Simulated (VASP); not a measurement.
# Al2Ru (Fddd) in VASP: relaxation of shape and atoms at fixed volume with PBEsol

Aim: the relaxation of shape and atoms at fixed volume of Al2Ru with PBEsol.

All numbers are computed with VASP 6.6.1; they aren't measurements. Logs are shortened: lines on timing, memory, paths and dates and some standing lists are left out, and cuts for length are marked.

## Step 1: The cell of the first run

Symmetry: Fddd, No. 70, orthorhombic system. Conventional cell: a = 4.654 Å, b = 7.895 Å, c = 8.682 Å, α = 90.00°, β = 90.00°, γ = 90.00°. Al (site symmetry 2) has 5 Ru at 2.54 to 2.69 Å and 9 Al at 2.57 to 3.16 Å within 3.4 Å. Ru (site symmetry 222) has 10 Al at 2.54 to 2.69 Å and 4 Ru at 3.16 Å within 3.4 Å.

## Step 2: Relaxation of shape and atoms at fixed volume, PBEsol (13.29 Å³/atom)

The input, INCAR:

```
SYSTEM = Al2Ru
PREC = Accurate ; ENCUT = 600
EDIFF = 1E-6 ; ISMEAR = 0
SIGMA = 0.01 ; LREAL = .FALSE.
LASPH = .TRUE. ; NELM = 100
ALGO = Normal ; ISIF = 4
LWAVE = .FALSE. ; LCHARG = .FALSE.
GGA = PS ; IBRION = 2
NSW = 50 ; EDIFFG = -0.01
```

The input, KPOINTS:

```
Automatic mesh
0
G
  10 10 10
  0 0 0
```

The input, POSCAR:

```
Al2Ru
1.0
    0.0000000000      3.9473660135      4.3407825897
    2.3268243462      0.0000000000      4.3407825897
    2.3268243462      3.9473660135      0.0000000000
Al Ru
4 2
Direct
    0.0789481737      0.4210518263      0.0789481737
    0.4210518263      0.0789481737      0.4210518263
    0.1710518263      0.8289481737      0.1710518263
    0.8289481737      0.1710518263      0.8289481737
    0.7500000000      0.7500000000      0.7500000000
    0.5000000000      0.5000000000      0.5000000000
```

Potentials or basis: VASP PAW PBE potentials, release 64 (Al, Ru_pv).

Command:

```sh
cat potpaw_PBE.64/Al/POTCAR potpaw_PBE.64/Ru_pv/POTCAR > POTCAR
mpirun -np 1 vasp_std > vasp.out
```

OUTCAR:

```text
SYSTEM = Al2Ru
   PREC = Accurate
   ENCUT = 600
   EDIFF = 1E-6
   ISMEAR = 0
   LREAL = .FALSE.
   LASPH = .TRUE.
   NELM = 100
   ISIF = 4
   GGA = PS
   IBRION = 2
   NSW = 50
   EDIFFG = -0.01

 ion  position               nearest neighbor table
   1  0.079  0.421  0.079-   6 2.54   6 2.54   3 2.57   3 2.57   5 2.60   2 2.64   2 2.64   5 2.69
                             5 2.69   2 2.70   4 3.16   4 3.16   4 3.16   4 3.16
   2  0.421  0.079  0.421-   6 2.54   6 2.54   4 2.57   4 2.57   5 2.60   1 2.64   1 2.64   5 2.69
                             5 2.69   1 2.70   3 3.16   3 3.16   3 3.16   3 3.16
   3  0.171  0.829  0.171-   5 2.54   5 2.54   1 2.57   1 2.57   6 2.60   4 2.64   4 2.64   6 2.69
                             6 2.69   4 2.70   2 3.16   2 3.16   2 3.16   2 3.16
   4  0.829  0.171  0.829-   5 2.54   5 2.54   2 2.57   2 2.57   6 2.60   3 2.64   3 2.64   6 2.69
                             6 2.69   3 2.70   1 3.16   1 3.16   1 3.16   1 3.16
   5  0.750  0.750  0.750-   4 2.54   3 2.54   4 2.54   3 2.54   1 2.60   2 2.60   2 2.69   2 2.69
                             1 2.69   1 2.69   6 3.16   6 3.16   6 3.16   6 3.16
   6  0.500  0.500  0.500-   1 2.54   2 2.54   1 2.54   2 2.54   3 2.60   4 2.60   3 2.69   3 2.69
                             4 2.69   4 2.69   5 3.16   5 3.16   5 3.16   5 3.16

  LATTYP: Found a face centered orthorhombic cell.
 ALAT       =     4.6536486924
 B/A-ratio  =     1.6964606804
 C/A-ratio  =     1.8655394408

  Lattice vectors:

 A1 = (   0.0000000000,   3.9473660135,   4.3407825897)
 A2 = (   2.3268243462,   0.0000000000,   4.3407825897)
 A3 = (   2.3268243462,   3.9473660135,   0.0000000000)

Analysis of symmetry for initial positions (statically):
=====================================================================
 Subroutine PRICEL returns:
 Original cell was already a primitive cell.

 Routine SETGRP: Setting up the symmetry group for a
 face centered orthorhombic supercell.

 Subroutine GETGRP returns: Found  8 space group operations
 (whereof  4 operations were pure point group operations)
 out of a pool of  8 trial point group operations.

The static configuration has the point symmetry D_2 .
 The point group associated with its full space group is D_2h.

Analysis of symmetry for dynamics (positions and initial velocities):
=====================================================================
 Subroutine PRICEL returns:
 Original cell was already a primitive cell.

 Routine SETGRP: Setting up the symmetry group for a
 face centered orthorhombic supercell.

 Subroutine GETGRP returns: Found  8 space group operations
 (whereof  4 operations were pure point group operations)
 out of a pool of  8 trial point group operations.

The dynamic configuration has the point symmetry D_2 .
 The point group associated with its full space group is D_2h.

 Subroutine INISYM returns: Found  8 space group operations
 (whereof  4 operations are pure point group operations),
 and found     1 'primitive' translations

----------------------------------------------------------------------------------------

                                     Primitive cell

  volume of cell :      79.7387

  direct lattice vectors                    reciprocal lattice vectors
     0.000000000  3.947366013  4.340782590    -0.214885151  0.126666744  0.115186603
     2.326824346  0.000000000  4.340782590     0.214885151 -0.126666744  0.115186603
     2.326824346  3.947366013  0.000000000     0.214885151  0.126666744 -0.115186603

  length of vectors
     5.867204780  4.925089342  4.582118504     0.274750879  0.274750879  0.274750879

  position of ions in fractional coordinates (direct lattice)
     0.078948174  0.421051826  0.078948174
     0.421051826  0.078948174  0.421051826
     0.171051826  0.828948174  0.171051826
     0.828948174  0.171051826  0.828948174
     0.750000000  0.750000000  0.750000000
     0.500000000  0.500000000  0.500000000

  ion indices of the primitive-cell ions
   primitive index   ion index
                 1           1
                 2           2
                 3           3
                 4           4
                 5           5
                 6           6

----------------------------------------------------------------------------------------

 KPOINTS: Automatic mesh

Automatic generation of k-mesh.
 Grid dimensions read from file:
 generate k-points for:   10   10   10

 Generating k-lattice:

  Cartesian coordinates                     Fractional coordinates (reciprocal lattice)
    -0.021488515  0.012666674  0.011518660     0.100000000  0.000000000  0.000000000
     0.021488515 -0.012666674  0.011518660     0.000000000  0.100000000  0.000000000
     0.021488515  0.012666674 -0.011518660     0.000000000  0.000000000  0.100000000

  Length of vectors
     0.027475088  0.027475088  0.027475088

  Shift w.r.t. Gamma in fractional coordinates (k-lattice)
     0.000000000  0.000000000  0.000000000

 Subroutine IBZKPT returns following result:
 ===========================================

 Found    171 irreducible k-points:

 Following reciprocal coordinates:
            Coordinates               Weight
  0.000000  0.000000  0.000000      1.000000
  0.100000 -0.000000  0.000000      8.000000
  0.200000 -0.000000  0.000000      8.000000
  0.300000  0.000000  0.000000      8.000000
  0.400000  0.000000  0.000000      8.000000
  0.500000 -0.000000 -0.000000      4.000000
[... 16 lines left out ...]
  0.300000  0.300000  0.000000      2.000000
  0.400000  0.300000 -0.000000      8.000000
 [... further k-points ...]
   k-points           NKPTS =    171   k-points in BZ     NKDIM =    171   number of bands    NBANDS=     24
   number of dos      NEDOS =    301   number of ions     NIONS =      6
   total plane-waves  NPLWV =  76800
   dimension x,y,z NGX =    48 NGY =   40 NGZ =   40
   dimension x,y,z NGXF=    96 NGYF=   80 NGZF=   80
   ions per type =               4   2
   NGX,Y,Z   is equivalent  to a cutoff of  13.60, 13.50, 14.51 a.u.
   NGXF,Y,Z  is equivalent  to a cutoff of  27.20, 27.00, 29.03 a.u.
 SYSTEM =  Al2Ru
   PREC   = accura    normal or accurate (medium, high low for compatibility)
   ISTART =      0    job   : 0-new  1-cont  2-samecut
   ICHARG =      2    charge: 1-file 2-atom 10-const
   ISPIN  =      1    spin polarized calculation?
   LNONCOLLINEAR =      F non collinear calculations
   LSORBIT =      F    spin-orbit coupling
   LASPH  =      T    aspherical Exc in radial PAW
   ENCUT  =  600.0 eV  44.10 Ry    6.64 a.u.  11.72  9.84  9.15*2*pi/ulx,y,z
   NELM   =    100;   NELMIN=  2; NELMDL= -5     # of ELM steps
   EDIFF  = 0.1E-05   stopping-criterion for ELM
   LREAL  =      F    real-space projection
   EDIFFG = -.1E-01   stopping-criterion for IOM
   NSW    =     50    number of steps for IOM
   IBRION =      2    ionic relax: 0-MD 1-quasi-New 2-CG
   NFREE  =      1    steps in history (QN), initial steepest desc. (CG)
   ISIF   =      4    stress and relaxation
   ISYM   =      2    0-nonsym 1-usesym 2-fastsym
   POTIM  = 0.5000    time-step for ionic-motion
   TEBEG  =    0.0;   TEEND  =   0.0 temperature during run
   PSTRESS=    0.0 pullay stress
   NELECT =      40.0000    total number of electrons
   NUPDOWN=      -1.0000    fix difference up-down
   EMIN   =  10.00;   EMAX   =-10.00  energy-range for DOS
   EFERMI =   0.00;   METHOD = LEGACY
   ISMEAR =     0;   SIGMA  =   0.01  broadening in eV -4-tet -1-fermi 0-gaus
   EFERMI_NEDOS =   21; number of points for ismear=-14 and -15
   IALGO  =     38    algorithm
   IMIX   =      4    mixing-type and parameters
     AMIX     =   0.40;   BMIX     =  1.00
     AMIX_MAG =   1.60;   BMIX_MAG =  1.00
  volume/ion in A,a.u.               =      13.29        89.68
  Fermi-wavevector in a.u.,A,eV,Ry     =   1.300784  2.458125 23.021585  1.692039
  Thomas-Fermi vector in A             =   2.431960
   LORBIT       =      0    0 simple, 1 ext, 2 COOP (PROOUT), +10 PAW based schemes
   GGA     = PS    functional components
   LHFCALC =     F    Hartree Fock is set to
   AEXX    =    0.0000 exact exchange contribution
   IVDW    =     0    specifies the selected vdW correction
   LEPSILON=     F    determine dielectric tensor
   LRPA    =     F    only Hartree local field effects (RPA)
 conjugate gradient relaxation of ions
 non-spin polarized calculation
 Gauss-broadening in eV      SIGMA  =   0.01
  energy-cutoff  :      600.00
  volume of cell :       79.74
 maximum number of plane-waves:      2700
   NGX = 23   NGY = 19   NGZ = 19

--------------------------------------- Ionic step        1  -------------------------------------------

 number of electron      40.0000000 magnetization

 Free energy of the ion-electron system (eV)
  ---------------------------------------------------
  ext. energy  EPLUGINS =         0.00000000
  ---------------------------------------------------
  free energy    TOTEN  =       -40.78513096 eV

  energy without entropy =      -40.78513096  energy(sigma->0) =      -40.78513096

------------------------ aborting loop because EDIFF is reached ----------------------------------------

  FORCE on cell =-STRESS in cart. coord.  units (eV):
  Direction    XX          YY          ZZ          XY          YZ          ZX
  --------------------------------------------------------------------------------------
  -------------------------------------------------------------------------------------
  Total        3.0473636      2.7350669      3.1943658      0.0000000      0.0000000      0.0000000
  in kB       61.2302223     54.9552914     64.1839142      0.0000000      0.0000000      0.0000000
  external PRESSURE =      60.1231426 kB  Pullay stress =       0.0000000 kB
[... 185 lines left out ...]
  energy  without entropy=      -40.7857106761  energy(sigma->0) =      -40.78571068

--------------------------------------- Ionic step        6  -------------------------------------------

 number of electron      40.0000000 magnetization

 Free energy of the ion-electron system (eV)
  ---------------------------------------------------
  ext. energy  EPLUGINS =         0.00000000
  ---------------------------------------------------
  free energy    TOTEN  =       -40.78577093 eV

  energy without entropy =      -40.78577093  energy(sigma->0) =      -40.78577093

 E-fermi :  11.1080     XC(G=0): -12.1648

 val. band max:       11.0692095256   @ k =   0.0000   0.0000   0.0000
 cond. band min:      11.1637872487   @ k =   0.0000   0.3000   0.3000
 fundamental gap:      0.0945777232
 Fermi energy:        11.1080160424

 k-point     1 :       0.0000    0.0000    0.0000
  band No.  band energies     occupation
      1     -31.6620      2.00000
      2     -31.5741      2.00000
      3     -31.5638      2.00000
      4     -31.5176      2.00000
      5     -31.5047      2.00000
      6     -31.4974      2.00000
[... 637 lines left out ...]
     23      13.7445      0.00000
     24      14.0804      0.00000

 [... further k-points ...]

------------------------ aborting loop because EDIFF is reached ----------------------------------------

  FORCE on cell =-STRESS in cart. coord.  units (eV):
  Direction    XX          YY          ZZ          XY          YZ          ZX
  --------------------------------------------------------------------------------------
  -------------------------------------------------------------------------------------
  Total        2.9319841      2.9730982      2.9356663      0.0000000      0.0000000      0.0000000
  in kB       58.9119192     59.7380184     58.9859048      0.0000000      0.0000000      0.0000000
  external PRESSURE =      59.2119475 kB  Pullay stress =       0.0000000 kB
[... 21 lines left out ...]
  FREE ENERGIE OF THE ION-ELECTRON SYSTEM (eV)
  ---------------------------------------------------
  free  energy   TOTEN  =       -40.7857709270 eV

  energy  without entropy=      -40.7857709270  energy(sigma->0) =      -40.78577093

 reached required accuracy - stopping structural energy minimisation
```

Run time: 20 min. Hardware: 1 thread of Oxide Virtual Turin-like, shared host; peak memory 0.48 GiB.

What came out:

```yaml
Free_energy: -40.7858 eV
Energy_gained_by_relaxing: 0.1 meV/atom
Ionic_steps: 6
Pressure_after_relaxing: 5.9 GPa
Largest_force_after_relaxing: 0.004 eV/Å
```

Forces on the atoms (eV/Å):
```
Al   0.000  0.004  0.000
Al   0.000 -0.004  0.000
Al   0.000 -0.004  0.000
Al   0.000  0.004  0.000
Ru   0.000  0.000  0.000
Ru   0.000  0.000  0.000
```

Stress tensor (GPa, compression positive):
```
5.89 0.00 0.00
0.00 5.97 0.00
0.00 0.00 5.90
```

The path:
| step | energy change (eV) | largest force (eV/Å) | pressure (GPa) | volume (Å³) |
| --- | --- | --- | --- | --- |
| 1 | 0.0000 | 0.0424 | 6.01 | 79.74 |
| 2 | -0.0006 | 0.0160 | 5.92 | 79.74 |
| 3 | -0.0006 | 0.0178 | 5.93 | 79.74 |
| 4 | -0.0006 | 0.0173 | 5.93 | 79.74 |
| 5 | -0.0006 | 0.0166 | 5.92 | 79.74 |
| 6 | -0.0006 | 0.0044 | 5.92 | 79.74 |

Final structure:
```
Al Ru
1.0
     0.00000    3.94043    4.34777
     2.32718    0.00000    4.34777
     2.32718    3.94043    0.00000
Al Ru
4 2
Cartesian
  1.1636 0.6252 2.1739
  1.1636 3.3152 2.1739
  2.3272 1.3450 4.3478
  2.3272 6.5358 4.3478
  3.4908 5.9106 6.5216
  2.3272 3.9404 4.3478
```

Levels at points of the mesh, in eV from the Fermi level:
```csv
k point,band 18,band 19,band 20,band 21,band 22,band 23
"(0.00, 0.00, 0.00)",-1.34,-1.25,-0.04,1.70,2.29,2.39
"(0.50, 0.00, 0.00)",-2.22,-1.22,-0.96,0.32,0.70,1.91
"(0.50, 0.50, 0.00)",-1.70,-1.41,-1.41,2.29,2.29,2.55
"(0.50, 0.00, 0.50)",-2.41,-1.55,-1.55,1.78,1.78,2.48
"(0.00, 0.50, 0.50)",-2.66,-1.36,-1.36,0.33,0.33,4.68
```

Caveat: the PAW data sets were made with another functional, which shifts forces and pressure a little.
